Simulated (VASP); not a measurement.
Wanted: the native input for a VASP 6.6.1 run.

```
Task                   : single point
Functional             : PBE
Potentials or basis    : VASP PAW PBE potentials, release 64 (Si, O)
Cutoff                 : 520 eV
k mesh                 : 6 × 6 × 8
Occupations            : gaussian, width 0.01 eV
Spin                   : no spin polarisation
Dipole correction      : no
Further INCAR settings : ALGO = Normal; EDIFF = 1e-07; NBANDS = 25
```

The structure of SiO2 (Stishovite) lies in POSCAR:

```
SiO2
1.0
    4.1064846246      0.0000000000      0.0000000000
    0.0000000000      4.1064846246      0.0000000000
    0.0000000000      0.0000000000      2.6200183902
Si O
2 4
Direct
    0.0000000000      0.0000000000      0.0000000000
    0.5000000000      0.5000000000      0.5000000000
    0.3059000000      0.3059000000      0.0000000000
    0.1941000000      0.8059000000      0.5000000000
    0.6941000000      0.6941000000      0.0000000000
    0.8059000000      0.1941000000      0.5000000000
```

The input as run:

INCAR

```
SYSTEM = SiO2
PREC = Accurate
ENCUT = 520
EDIFF = 1E-7
ISMEAR = 0
SIGMA = 0.01
LREAL = .False.
LASPH = .True.
NELM = 60
ALGO = Normal
ISIF = 2
LWAVE = .False.
LCHARG = .False.
GGA = PE
NBANDS = 25
```

KPOINTS

```
regular mesh
0
Gamma
  6 6 8
  0 0 0
```

Potentials or basis: VASP PAW PBE potentials, release 64 (Si, O).

The run is started by

```bash
$ cat potpaw_PBE.64/Si/POTCAR potpaw_PBE.64/O/POTCAR > POTCAR
$ mpirun -np 1 vasp_std > vasp.out
```

Results of the run:

The pressure is 31.1 GPa. The largest force is 0.474 eV/Å and the band gap on the k mesh is 6.58 eV, direct.

It took 49 s on 1 thread of AMD EPYC 7R13 Processor (Zen 3), with other jobs on the host, peak memory 0.14 GiB.
